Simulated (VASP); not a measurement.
Wanted: the native input for a VASP 6.6.1 run.

```
Task                   : single point
Functional             : BLYP
Dispersion             : D4
Potentials or basis    : VASP PAW PBE potentials, release 64 (Ga_d, N_h)
Cutoff                 : 1330 eV
k mesh                 : 10 × 10 × 10
Occupations            : fermi-dirac, width 0.05 eV
Spin                   : no spin polarisation
Dipole correction      : no
Further INCAR settings : ALGO = Normal; EDIFF = 1e-06; NBANDS = 16
```

The structure of GaN lies in POSCAR:

```
GaN
1.0
    0.0000000000      2.2535006075      2.2535006075
    2.2535006075      0.0000000000      2.2535006075
    2.2535006075      2.2535006075      0.0000000000
Ga N
1 1
Direct
    0.0000000000      0.0000000000      0.0000000000
    0.2500000000      0.2500000000      0.2500000000
```

One way to write it, as run:

INCAR

```
  PREC = Accurate
  ENCUT = 1330
  EDIFF = 1E-6
  ISMEAR = -1
  SIGMA = 0.05
  LREAL = F
  LASPH = T
  NELM = 120
  ALGO = Normal
  ISIF = 2
  LWAVE = F
  LCHARG = T
  GGA = B5
  ALDAX = 1.0
  AGGAX = 1.0
  AGGAC = 1.0
  ALDAC = 0.0
  IVDW = 13
  VDW_S6 = 1.0
  VDW_S8 = 2.34076671
  VDW_A1 = 0.44488865
  VDW_A2 = 4.0933009
  LELF = T
  LVHAR = T
  NBANDS = 16
  GGA_COMPAT = F
```

KPOINTS

```
Automatic mesh
0
Gamma
  10 10 10
```

Potentials or basis: VASP PAW PBE potentials, release 64 (Ga_d, N_h).

Run with:

```sh
$ cat potpaw_PBE.64/Ga_d/POTCAR potpaw_PBE.64/N_h/POTCAR > POTCAR
$ mpirun -np 1 vasp_std > vasp.out
```

Results of the run:

```yaml
Pressure: 0.6 GPa
Band_gap_on_the_k_mesh: 1.81 eV
Dispersion_energy_per_atom: -0.764 eV
```

Caveat: the PAW data sets were made with another functional, which shifts forces and pressure a little.

Wall time 58 s on 1 thread of AMD EPYC 9R45 96-Core Processor (Zen 5) (shared host), peak memory 0.26 GiB.
